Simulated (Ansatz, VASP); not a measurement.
Al5Cu: VASP beside Ansatz

```
Al Cu
1.0
     2.83470    0.00000    0.00000
    -1.41735    2.45492    0.00000
     0.00000    0.00000   13.52237
Al Cu
5 1
Cartesian
  0.0000 1.6366 11.1494
  0.0000 1.6366 2.3729
  1.4174 0.8183 0.0000
  1.4174 0.8183 4.7276
  1.4174 0.8183 8.7947
  0.0000 1.6366 6.7612
```

Alike in both runs: functional PBE; k mesh 18 × 18 × 4; occupations gaussian, width 0.1 eV; no spin polarisation.

Ansatz relaxed the structure, and its values are those at the end. VASP's run is a single point on that final structure, the one shown.

|  | VASP | Ansatz |
| --- | --- | --- |
| version | VASP 6.6.1 | Ansatz 0.2.0 |
| potentials or method | VASP PAW PBE potentials, release 64 (Al, Cu), cutoff 520 eV | scalar-relativistic, plane waves, PAW |
| valence electrons in the cell | 26 | 34 |

|  | VASP | Ansatz | Ansatz less VASP |
| --- | --- | --- | --- |
| gap on the k mesh at the Fermi level (eV) | none | none | - |
| pressure (GPa) | 0.2 | 0.0 | -0.22 |
| rms of the force components (eV/Å) | 0.006 | 0.000 | -0.0060 |

A gap of «none» marks a metal or a gap that the smearing closes. VASP's potentials hold 26 valence electrons a cell and Ansatz's 34, so a difference there can come from the potentials and not from the codes.
